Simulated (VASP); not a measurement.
Set up this calculation in VASP 6.6.1, as the native input.

- Task: single point
- Functional: LDA
- Potentials or basis: VASP PAW LDA potentials, release 64 (Ta_pv, Se)
- Cutoff: 520 eV
- k mesh: 10 × 10 × 4
- Occupations: fermi-dirac, width 0.15 eV
- Spin: no spin polarisation
- Dipole correction: no
- Further INCAR settings: ALGO = Normal; EDIFF = 1e-06; NBANDS = 37

The structure of Ta2Se lies in POSCAR:

```
Ta2Se
1.0
    3.3299109306      0.0000000000      0.0000000000
    0.0000000000      3.3299109306      0.0000000000
    0.0000000000      0.0000000000      9.7626215721
Ta Se
4 2
Direct
    0.5000000000      0.0000000000      0.7572434853
    0.0000000000      0.5000000000      0.2427565147
    0.5000000000      0.0000000000      0.0766337910
    0.0000000000      0.5000000000      0.9233662090
    0.5000000000      0.0000000000      0.3653308633
    0.0000000000      0.5000000000      0.6346691367
```

These files were run (other wordings do the same):

INCAR

```
SYSTEM = Ta2Se
PREC = Accurate
ENCUT = 520
EDIFF = 1E-6
ISMEAR = -1
SIGMA = 0.15
LREAL = .FALSE.
LASPH = .TRUE.
NELM = 80
ALGO = Normal
ISIF = 2
LWAVE = .FALSE.
LCHARG = .FALSE.
GGA = CA
NBANDS = 37
```

KPOINTS

```
Automatic mesh
0
G
  10 10 4
  0 0 0
```

Potentials or basis: VASP PAW LDA potentials, release 64 (Ta_pv, Se).

Launch:

```sh
$ cat potpaw_LDA.64/Ta_pv/POTCAR potpaw_LDA.64/Se/POTCAR > POTCAR
$ mpirun -np 1 vasp_std > vasp.out
```

Results of the run:

```yaml
Pressure: 0.8 GPa
Largest_force: 0.059 eV/Å
Band_gap_on_the_k_mesh: zero (bands 28 and 29 overlap by 0.40 eV)
```

Caveat: spin-orbit coupling is left out, which moves the levels of the heavy elements.

It took 110 s on 1 thread of Intel(R) Xeon(R) 6975P-C (Granite Rapids), with other jobs on the host, peak memory 0.33 GiB.
